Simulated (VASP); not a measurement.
Wanted: the native input for a VASP 6.6.1 run.

```yaml
Task: single point
Functional: PBE
Potentials_or_basis: VASP PAW PBE potentials, release 64 (Al, N)
Cutoff: 520 eV
k_mesh: 10 × 10 × 10
Occupations: fermi-dirac, width 0.05 eV
Spin: no spin polarisation
Dipole_correction: no
Further_INCAR_settings: ALGO = Normal; EDIFF = 1e-07; NBANDS = 11
```

The structure of AlN lies in POSCAR:

```
AlN
1.0
    0.0000000000      2.2268278375      2.2268278375
    2.2268278375      0.0000000000      2.2268278375
    2.2268278375      2.2268278375      0.0000000000
Al N
1 1
Direct
    0.0000000000      0.0000000000      0.0000000000
    0.2500000000      0.2500000000      0.2500000000
```

One way to write it, as run:

INCAR

```
SYSTEM = AlN
ALGO = Normal
EDIFF = 1E-7
ENCUT = 520
GGA = PE
ISIF = 2
ISMEAR = -1
LASPH = .True.
LCHARG = .True.
LELF = .True.
LREAL = .False.
LVHAR = .True.
LWAVE = .False.
NBANDS = 11
NELM = 100
PREC = Accurate
SIGMA = 0.05
```

KPOINTS

```
k-points
0
Gamma
  10 10 10
  0 0 0
```

Potentials or basis: VASP PAW PBE potentials, release 64 (Al, N).

Run with:

```console
$ cat potpaw_PBE.64/Al/POTCAR potpaw_PBE.64/N/POTCAR > POTCAR
$ mpirun -np 1 vasp_std > vasp.out
```

It gave:

```
Pressure               : -6.4 GPa
Band gap on the k mesh : 3.29 eV, indirect (least direct gap 3.69 eV)
```

It used 6.6 s of CPU time on 1 thread of Intel Xeon 6975P-C, on a shared host.
